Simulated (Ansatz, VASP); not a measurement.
**Two plane-wave programs on CsSnBr3**

```
Cs Sn Br
1.0
     5.81000    0.00000    0.00000
     0.00000    5.81000    0.00000
     0.00000    0.00000    5.81000
Cs Sn Br
1 1 3
Direct
  0.50000 0.50000 0.50000
  0.00000 0.00000 0.00000
  0.50000 0.00000 0.00000
  0.00000 0.50000 0.00000
  0.00000 0.00000 0.50000
```

Alike in both runs: task single point; functional PBEsol; k mesh 6 × 6 × 6; occupations gaussian, width 0.01 eV; no spin polarisation.

```csv
,VASP,Ansatz
version,VASP 6.6.1,Ansatz 0.2.0
potentials or method,"VASP PAW PBE potentials, release 64 (Cs_sv, Sn_d, Br)","scalar-relativistic, plane waves, PAW"
plane-wave cutoff (eV),500,420
valence electrons in the cell,44,44
```

```tsv
	VASP	Ansatz	Ansatz less VASP
gap on the k mesh at the Fermi level (eV)	0.34	0.35	+0.004
least direct gap on the mesh (eV)	0.34	0.35	+0.004
```

VASP's potentials were made for PBE, not for PBEsol.

Spin-orbit coupling is off throughout.
